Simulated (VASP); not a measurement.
# HgSe (F-43m) in VASP: single point with PBEsol

Aim: the single point of HgSe with PBEsol.

All numbers are computed with VASP 6.6.1; they aren't measurements. Logs are shortened: lines on timing, memory, paths and dates and some standing lists are left out, and cuts for length are marked.

**1. The cell of the first run**

Symmetry: F-43m, No. 216, cubic system. The conventional cell has a = 6.133 Å, b = 6.133 Å, c = 6.133 Å, α = 90.00°, β = 90.00°, γ = 90.00°. Hg (site symmetry -43m) has 4 Se at 2.66 Å within 3.5 Å. Se (site symmetry -43m) has 4 Hg at 2.66 Å within 3.5 Å.

**2. Single point, PBEsol, non-collinear spin, zero start, spin-orbit coupling**

The input, INCAR:

```
SYSTEM = HgSe
  ALGO = Normal
  EDIFF = 1E-6
  ENCUT = 500
  GGA = PS
  GGA_COMPAT = .False.
  ISIF = 2
  ISMEAR = 0
  LASPH = .True.
  LCHARG = .False.
  LORBIT = 11
  LORBMOM = .True.
  LREAL = .False.
  LSORBIT = .True.
  LWAVE = .False.
  MAGMOM = 0 0 0 0 0 0
  NBANDS = 30
  NELM = 200
  PREC = Accurate
  SIGMA = 0.1
```

The input, KPOINTS:

```
k-points
0
Gamma
  12 12 12
  0 0 0
```

The input, POSCAR:

```
HgSe
1.0
    0.0000000000      3.0664903997      3.0664903997
    3.0664903997      0.0000000000      3.0664903997
    3.0664903997      3.0664903997      0.0000000000
Hg Se
1 1
Direct
    0.0000000000      0.0000000000      0.0000000000
    0.2500000000      0.2500000000      0.2500000000
```

Potentials or basis: VASP PAW PBE potentials, release 64 (Hg, Se).

Command:

```sh
$ cat potpaw_PBE.64/Hg/POTCAR potpaw_PBE.64/Se/POTCAR > POTCAR
$ mpirun -np 1 vasp_ncl > vasp.out
```

OUTCAR:

```text
SYSTEM = HgSe
   EDIFF = 1E-6
   ENCUT = 500
   GGA = PS
   ISIF = 2
   ISMEAR = 0
   LASPH = .True.
   LORBIT = 11
   LREAL = .False.
   LSORBIT = .True.
   NELM = 200
   PREC = Accurate

 ion  position               nearest neighbor table
   1  0.000  0.000  0.000-   2 2.66   2 2.66   2 2.66   2 2.66
   2  0.250  0.250  0.250-   1 2.66   1 2.66   1 2.66   1 2.66

  LATTYP: Found a face centered cubic cell.
 ALAT       =     6.1329807994

  Lattice vectors:

 A1 = (   0.0000000000,   3.0664903997,   3.0664903997)
 A2 = (   3.0664903997,   0.0000000000,   3.0664903997)
 A3 = (   3.0664903997,   3.0664903997,   0.0000000000)

Analysis of symmetry for initial positions (statically):
=====================================================================
 Subroutine PRICEL returns:
 Original cell was already a primitive cell.

 Routine SETGRP: Setting up the symmetry group for a
 face centered cubic supercell.

 Subroutine GETGRP returns: Found 24 space group operations
 (whereof 24 operations were pure point group operations)
 out of a pool of 48 trial point group operations.

The static configuration has the point symmetry T_d .

Analysis of symmetry for dynamics (positions and initial velocities):
=====================================================================
 Subroutine PRICEL returns:
 Original cell was already a primitive cell.

 Routine SETGRP: Setting up the symmetry group for a
 face centered cubic supercell.

 Subroutine GETGRP returns: Found 24 space group operations
 (whereof 24 operations were pure point group operations)
 out of a pool of 48 trial point group operations.

The dynamic configuration has the point symmetry T_d .

Analysis of structural, dynamic, and magnetic symmetry:
=====================================================================
 Subroutine PRICEL returns:
 Original cell was already a primitive cell.

 Routine SETGRP: Setting up the symmetry group for a
 face centered cubic supercell.

 Subroutine GETGRP returns: Found 24 space group operations
 (whereof 24 operations were pure point group operations)
 out of a pool of 48 trial point group operations.

The overall configuration has the point symmetry T_d .

 Subroutine INISYM returns: Found 24 space group operations
 (whereof 24 operations are pure point group operations),
 and found     1 'primitive' translations

----------------------------------------------------------------------------------------

                                     Primitive cell

  volume of cell :      57.6706

  direct lattice vectors                    reciprocal lattice vectors
     0.000000000  3.066490400  3.066490400    -0.163052850  0.163052850  0.163052850
     3.066490400  0.000000000  3.066490400     0.163052850 -0.163052850  0.163052850
     3.066490400  3.066490400  0.000000000     0.163052850  0.163052850 -0.163052850

  length of vectors
     4.336672312  4.336672312  4.336672312     0.282415821  0.282415821  0.282415821

  position of ions in fractional coordinates (direct lattice)
     0.000000000  0.000000000  0.000000000
     0.250000000  0.250000000  0.250000000

  ion indices of the primitive-cell ions
   primitive index   ion index
                 1           1
                 2           2

----------------------------------------------------------------------------------------

 KPOINTS: k-points

Automatic generation of k-mesh.
 Grid dimensions read from file:
 generate k-points for:   12   12   12

 Generating k-lattice:

  Cartesian coordinates                     Fractional coordinates (reciprocal lattice)
    -0.013587738  0.013587738  0.013587738     0.083333333  0.000000000  0.000000000
     0.013587738 -0.013587738  0.013587738     0.000000000  0.083333333  0.000000000
     0.013587738  0.013587738 -0.013587738     0.000000000  0.000000000  0.083333333

  Length of vectors
     0.023534652  0.023534652  0.023534652

[... 94 lines left out ...]
 number of electron      18.0000001 magnetization       0.0000000      0.0000000      0.0000000

 Free energy of the ion-electron system (eV)
  ---------------------------------------------------
  ext. energy  EPLUGINS =         0.00000000
  ---------------------------------------------------
  free energy    TOTEN  =        -5.11717195 eV

  energy without entropy =       -5.11703286  energy(sigma->0) =       -5.11710241

 E-fermi :   1.5017     XC(G=0):  -9.1408

 val. band max:        1.4504416953   @ k =   0.0000   0.0000   0.0000
 cond. band min:       1.7129018563   @ k =  -0.0833   0.0000   0.0000
 fundamental gap:      0.2624601610
 Fermi energy:         1.5017056137

 k-point     1 :       0.0000    0.0000    0.0000
  band No.  band energies     occupation
      1     -11.9598      1.00000
      2     -11.9598      1.00000
      3      -6.4231      1.00000
      4      -6.4231      1.00000
      5      -6.4231      1.00000
      6      -6.4231      1.00000
[... 781 lines left out ...]
     29      12.2957      0.00000
     30      12.2990      0.00000

 [... further k-points ...]

------------------------ aborting loop because EDIFF is reached ----------------------------------------

  FORCE on cell =-STRESS in cart. coord.  units (eV):
  Direction    XX          YY          ZZ          XY          YZ          ZX
  --------------------------------------------------------------------------------------
  -------------------------------------------------------------------------------------
  Total       -0.0317366     -0.0317366     -0.0317366     -0.0000000      0.0000000     -0.0000000
  in kB       -0.8816900     -0.8816900     -0.8816900     -0.0000000      0.0000000     -0.0000000
  external PRESSURE =      -0.8816900 kB  Pullay stress =       0.0000000 kB

 VOLUME and BASIS-vectors are now :
 -----------------------------------------------------------------------------
  energy-cutoff  :      500.00
  volume of cell :       57.67
      direct lattice vectors                 reciprocal lattice vectors
     0.000000000  3.066490400  3.066490400    -0.163052850  0.163052850  0.163052850
     3.066490400  0.000000000  3.066490400     0.163052850 -0.163052850  0.163052850
     3.066490400  3.066490400  0.000000000     0.163052850  0.163052850 -0.163052850

 POSITION                                       TOTAL-FORCE (eV/Angst)
 -----------------------------------------------------------------------------------
      0.00000      0.00000      0.00000        -0.000000     -0.000000     -0.000000
      1.53325      1.53325      1.53325         0.000000      0.000000      0.000000
 -----------------------------------------------------------------------------------
    total drift:                               -0.000000     -0.000000     -0.000000

  FREE ENERGIE OF THE ION-ELECTRON SYSTEM (eV)
  ---------------------------------------------------
  free  energy   TOTEN  =        -5.1171719548 eV

  energy  without entropy=       -5.1170328626  energy(sigma->0) =       -5.11710241

 orbital moment (x)

 # of ion     p       d       tot
 ----------------------------------------
  1         0.000  -0.000  -0.000
  2         0.000   0.000   0.000
 ----------------------------------------
            0.000  -0.000  -0.000

 orbital moment (y)

 # of ion     p       d       tot
 ----------------------------------------
  1        -0.000   0.000   0.000
  2         0.000   0.000   0.000
 ----------------------------------------
            0.000   0.000   0.000

 orbital moment (z)

 # of ion     p       d       tot
 ----------------------------------------
  1        -0.000   0.000  -0.000
  2         0.000   0.000   0.000
 ----------------------------------------
           -0.000   0.000  -0.000

 Spin-Orbit-Coupling matrix elements

 Ion:    1  E_soc:     -0.5746373
 l=   1
     0.0000000    -0.0287454    -0.0287454
    -0.0287454     0.0000000    -0.0287454
    -0.0287454    -0.0287454     0.0000000
 l=   2
     0.0000000    -0.0135471     0.0000000    -0.0135471    -0.0534803
    -0.0135471     0.0000000    -0.0401103    -0.0135471    -0.0133701
     0.0000000    -0.0401103     0.0000000    -0.0401103     0.0000000
    -0.0135471    -0.0135471    -0.0401103     0.0000000    -0.0133701
    -0.0534803    -0.0133701     0.0000000    -0.0133701     0.0000000
 l=   3
     0.0000000     0.0000000     0.0000000     0.0000000     0.0000000     0.0000000     0.0000000
     0.0000000     0.0000000     0.0000000     0.0000000     0.0000000     0.0000000     0.0000000
     0.0000000     0.0000000     0.0000000     0.0000000     0.0000000     0.0000000     0.0000000
     0.0000000     0.0000000     0.0000000     0.0000000     0.0000000     0.0000000     0.0000000
     0.0000000     0.0000000     0.0000000     0.0000000     0.0000000     0.0000000     0.0000000
     0.0000000     0.0000000     0.0000000     0.0000000     0.0000000     0.0000000     0.0000000
     0.0000000     0.0000000     0.0000000     0.0000000     0.0000000     0.0000000     0.0000000

 Ion:    2  E_soc:     -0.0472658
 l=   1
     0.0000000    -0.0078533    -0.0078533
    -0.0078533     0.0000000    -0.0078533
    -0.0078533    -0.0078533     0.0000000
 l=   2
     0.0000000    -0.0000110     0.0000000    -0.0000110    -0.0000133
    -0.0000110     0.0000000    -0.0000100    -0.0000110    -0.0000033
     0.0000000    -0.0000100     0.0000000    -0.0000100     0.0000000
    -0.0000110    -0.0000110    -0.0000100     0.0000000    -0.0000033
    -0.0000133    -0.0000033     0.0000000    -0.0000033     0.0000000
 l=   3
     0.0000000     0.0000000     0.0000000     0.0000000     0.0000000     0.0000000     0.0000000
     0.0000000     0.0000000     0.0000000     0.0000000     0.0000000     0.0000000     0.0000000
     0.0000000     0.0000000     0.0000000     0.0000000     0.0000000     0.0000000     0.0000000
     0.0000000     0.0000000     0.0000000     0.0000000     0.0000000     0.0000000     0.0000000
     0.0000000     0.0000000     0.0000000     0.0000000     0.0000000     0.0000000     0.0000000
     0.0000000     0.0000000     0.0000000     0.0000000     0.0000000     0.0000000     0.0000000
     0.0000000     0.0000000     0.0000000     0.0000000     0.0000000     0.0000000     0.0000000

 total charge

# of ion       s       p       d       tot
------------------------------------------
    1        0.711   0.408   9.381  10.500
    2        1.466   2.278   0.034   3.778
--------------------------------------------------
tot          2.176   2.685   9.416  14.278

 magnetization (x)

# of ion       s       p       d       tot
------------------------------------------
    1        0.000  -0.000   0.000   0.000
    2       -0.000  -0.000  -0.000  -0.000
--------------------------------------------------
tot         -0.000  -0.000   0.000   0.000

 magnetization (y)

# of ion       s       p       d       tot
------------------------------------------
    1        0.000  -0.000   0.000   0.000
    2        0.000   0.000   0.000   0.000
--------------------------------------------------
tot          0.000   0.000   0.000   0.000

 magnetization (z)

# of ion       s       p       d       tot
------------------------------------------
    1        0.000   0.000  -0.000   0.000
    2        0.000  -0.000  -0.000  -0.000
--------------------------------------------------
tot          0.000   0.000  -0.000   0.000
```

It took 3.3 min on 1 thread of Intel Xeon 6975P-C (Granite Rapids), shared host; peak memory 0.49 GiB.

Results:

- Free energy: -5.1172 eV
- Pressure: -0.1 GPa
- Net moment: 0.00 μB per cell
- Valence electrons inside the program's atomic spheres: Hg 10.50; Se 3.78

Moments on the atoms (μB; x, y, z):
```
Hg  0.00 0.00 0.00
Se  0.00 0.00 0.00
```

Caveat: the PAW data sets were made with another functional, which shifts forces and pressure a little.
